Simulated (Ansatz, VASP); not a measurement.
**One calculation of RbAl2W3, two programs**

```xyz
6
Lattice="-3.6658 3.6800 2.6865 3.6658 -3.6800 2.6865 3.6658 3.6800 -2.6865" Properties=species:S:1:pos:R:3 pbc="T T T"
Rb    3.6658    0.0000    0.0000
Al    0.0000    1.2991    0.0000
Al    0.0000    6.0608    0.0000
W     2.3710    0.0000    2.6865
W     1.2948    3.6800    0.0000
W     0.0000    0.0000    2.6865
```

Alike in both runs: functional PBE; k mesh 4 × 4 × 4; occupations gaussian, width 0.1 eV; no spin polarisation.

Ansatz relaxed the structure, and its values are those at the end. VASP's run is a single point on that final structure, the one shown.

|  | VASP | Ansatz |
| --- | --- | --- |
| version | VASP 6.6.1 | Ansatz 0.2.0 |
| potentials or method | VASP PAW PBE potentials, release 64 (Rb_sv, Al, W_sv), cutoff 500 eV | scalar-relativistic, plane waves, PAW |
| valence electrons in the cell | 57 | 57 |

```tsv
	VASP	Ansatz	Ansatz less VASP
gap on the k mesh at the Fermi level (eV)	none	none	-
pressure (GPa)	0.1	-0.3	-0.35
rms of the force components (eV/Å)	0.027	0.008	-0.0187
```

A gap of «none» marks a metal or a gap that the smearing closes.

The k mesh is coarse, so the values compare programs but aren't converged. Spin-orbit coupling is off throughout.
